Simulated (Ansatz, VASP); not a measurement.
CaF2: VASP beside Ansatz

The input INCAR:

```
SYSTEM = CaF2
PREC     = Accurate       ! precision mode
ENCUT    = 600            ! plane-wave cutoff, eV
EDIFF    = 1E-6           ! SCF threshold, eV
ISMEAR   = -5             ! smearing method
SIGMA    = 0.02           ! smearing width, eV
LREAL    = .FALSE.        ! projectors in reciprocal space
LASPH    = .TRUE.         ! aspherical terms in the spheres
NELM     = 120            ! most SCF steps
ALGO     = Normal         ! electronic algorithm
ISIF     = 2              ! what is computed and relaxed
LWAVE    = .FALSE.        ! write WAVECAR
LCHARG   = .FALSE.        ! write CHGCAR
GGA      = PS             ! functional
NBANDS   = 19             ! bands
GGA_COMPAT= .FALSE.
```

Contents of KPOINTS:

```
regular mesh
0
G
  8 8 8
  0 0 0
```

Contents of POSCAR:

```
CaF2
1.0
    0.0000000000      2.8094204328      2.8094204328
    2.8094204328      0.0000000000      2.8094204328
    2.8094204328      2.8094204328      0.0000000000
Ca F
1 2
Direct
    0.0000000000      0.0000000000      0.0000000000
    0.7500000000      0.7500000000      0.7500000000
    0.2500000000      0.2500000000      0.2500000000
```

Input for Ansatz:

```yaml
crystal:
  lattice:
    - [0.0, 2.8094204328, 2.8094204328]
    - [2.8094204328, 0.0, 2.8094204328]
    - [2.8094204328, 2.8094204328, 0.0]
  atoms:
    - { symbol: Ca, position: [0.0, 0.0, 0.0] }
    - { symbol: F, position: [0.75, 0.75, 0.75] }
    - { symbol: F, position: [0.25, 0.25, 0.25] }
basis:
  ecutwfc: 420
kpoints:
  mp_grid: { grid: [8, 8, 8] }
hamiltonian:
  xc: pbesol
scf:
  occupations: { method: tetrahedron }
output:
  forces: true
  eigenvalues: true
  stress: true
accuracy: high
```

Alike in both runs: task single point; functional PBEsol; k mesh 8 × 8 × 8; occupations tetrahedron; no spin polarisation.

```csv
,VASP,Ansatz
version,VASP 6.6.1,Ansatz 0.2.0
potentials or method,"VASP PAW PBE potentials, release 64 (Ca_sv, F), cutoff 600 eV","scalar-relativistic, plane waves, PAW"
valence electrons in the cell,24,24
```

|  | VASP | Ansatz | Ansatz less VASP |
| --- | --- | --- | --- |
| gap on the k mesh at the Fermi level (eV) | 6.63 | 6.64 | +0.018 |
| pressure (GPa) | -7.2 | -7.3 | -0.06 |

VASP's potentials were made for PBE, not for PBEsol. Ansatz's warnings: band table not solved further, tetrahedron derivatives may miss energy slope.
